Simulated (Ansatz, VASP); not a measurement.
One calculation of BaBe6C3, two programs

```
Ba Be C
1.0
     2.42563   -6.11749    0.00000
     2.42563    6.11749    0.00000
     0.00000    0.00000    5.28477
Ba Be C
1 6 3
Direct
  0.00000 0.00000 0.50000
  0.00000 0.50000 0.50000
  0.50000 0.00000 0.50000
  0.60268 0.39732 0.20711
  0.60268 0.39732 0.79289
  0.39732 0.60268 0.20711
  0.39732 0.60268 0.79289
  0.65597 0.34403 0.50000
  0.34403 0.65597 0.50000
  0.50000 0.50000 0.00000
```

Alike in both runs: functional PBE; k mesh 8 × 8 × 8; occupations gaussian, width 0.1 eV; no spin polarisation.

Ansatz relaxed the structure, and its values are those at the end. VASP's run is a single point on that final structure, the one shown.

|  | VASP | Ansatz |
| --- | --- | --- |
| version | VASP 6.6.1 | Ansatz 0.2.0 |
| potentials or method | VASP PAW PBE potentials, release 64 (Ba_sv, Be, C), cutoff 520 eV | scalar-relativistic, plane waves, PAW |
| valence electrons in the cell | 34 | 34 |

```csv
,VASP,Ansatz,Ansatz less VASP
gap on the k mesh at the Fermi level (eV),none,none,-
pressure (GPa),0.3,0.0,-0.33
rms of the force components (eV/Å),0.010,0.001,-0.0095
```

A gap of «none» marks a metal or a gap that the smearing closes. With one functional, cell and mesh, what is left measures potentials, basis and numerics.

Neither program's run includes spin-orbit coupling.
